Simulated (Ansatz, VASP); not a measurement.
**Two plane-wave programs on Hg**

The input INCAR:

```
PREC     = Accurate       # precision mode
ENCUT    = 500            # plane-wave cutoff, eV
EDIFF    = 1E-6           # SCF threshold, eV
ISMEAR   = 0              # smearing method
SIGMA    = 0.1            # smearing width, eV
LREAL    = F              # projectors in reciprocal space
LASPH    = T              # aspherical terms in the spheres
NELM     = 120            # most SCF steps
ALGO     = Normal         # electronic algorithm
ISIF     = 2              # what is computed and relaxed
LWAVE    = F              # write WAVECAR
LCHARG   = F              # write CHGCAR
GGA      = PE             # functional
NBANDS   = 16             # bands
GGA_COMPAT= F
```

Contents of KPOINTS:

```
regular mesh
0
Gamma
  1 1 1
```

File POSCAR:

```
Hg
1.0
    0.0000000000      2.3919113801      2.3919113801
    2.3919113801      0.0000000000      2.3919113801
    2.3919113801      2.3919113801      0.0000000000
Hg
1
Direct
    0.0000000000      0.0000000000      0.0000000000
```

Input for Ansatz:

```yaml
crystal:
  lattice:
    - [0.0, 2.3919113801, 2.3919113801]
    - [2.3919113801, 0.0, 2.3919113801]
    - [2.3919113801, 2.3919113801, 0.0]
  atoms:
    - { symbol: Hg, position: [0.0, 0.0, 0.0] }
basis:
  ecutwfc: 420
kpoints:
  mp_grid: { grid: [1, 1, 1] }
hamiltonian:
  xc: pbe
scf:
  occupations: { method: gaussian, width: 0.1 }
output:
  forces: true
  stress: true
  eigenvalues: true
```

Alike in both runs: task single point; functional PBE; k mesh 1 × 1 × 1; occupations gaussian, width 0.1 eV; no spin polarisation.

```csv
,VASP,Ansatz
version,VASP 6.6.1,Ansatz 0.2.0
potentials or method,"VASP PAW PBE potentials, release 64 (Hg_sv_GW), cutoff 500 eV","scalar-relativistic, plane waves, PAW"
valence electrons in the cell,20,20
```

|  | VASP | Ansatz | Ansatz less VASP |
| --- | --- | --- | --- |
| gap on the k mesh at the Fermi level (eV) | 19.12 | 19.12 | +0.001 |
| least direct gap on the mesh (eV) | 19.12 | 19.12 | +0.001 |

The k mesh is coarse, so the values compare programs but aren't converged. Neither program's run includes spin-orbit coupling.
